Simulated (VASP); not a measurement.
NiO:

```xyz
2
Lattice="0.0000 2.0859 2.0859 2.0859 0.0000 2.0859 2.0859 2.0859 0.0000" Properties=species:S:1:pos:R:3 pbc="T T T"
Ni    0.0000    0.0000    0.0000
O     2.0859    2.0859    2.0859
```

- Program: VASP 6.6.1
- Task: relaxation of cell and atoms
- Functional: PBE
- Potentials or basis: VASP PAW PBE potentials, release 64 (Ni, O)
- Cutoff: 600 eV
- k mesh: 11 × 11 × 11
- Occupations: fermi-dirac, width 0.05 eV
- Spin: collinear spin, ferromagnetic start
- Starting moments: [1.0, 0.0] μB

At the start: pressure 4.8 GPa; volume 9.08 Å³/atom.

**Question.** How do energy, volume and symmetry change on relaxing?

**Answer.** Over 3 steps the energy falls by 4.0 meV/atom and the volume is 9.34 Å³/atom (+2.9 %); space group Fm-3m (No. 225, to 0.05 Å); moment 1.77 μB per cell.

The path:
```
step  energy change (eV)  largest force (eV/Å)  pressure (GPa)  volume (Å³)
   1              0.0000                0.0000            4.81        18.15
   2             -0.0070                0.0000           -1.77        18.88
   3             -0.0080                0.0000            0.07        18.68
```

Final structure:
```yaml
crystal:
  lattice:
    - [0.00000, 2.10610, 2.10610]
    - [2.10610, 0.00000, 2.10610]
    - [2.10610, 2.10610, 0.00000]
  atoms:
    - { symbol: Ni, position: [0.00000, 0.00000, 0.00000] }
    - { symbol: O, position: [0.50000, 0.50000, 0.50000] }
```

Caveat: a cell with one magnetic atom can't hold antiferromagnetic order, which such compounds often take.
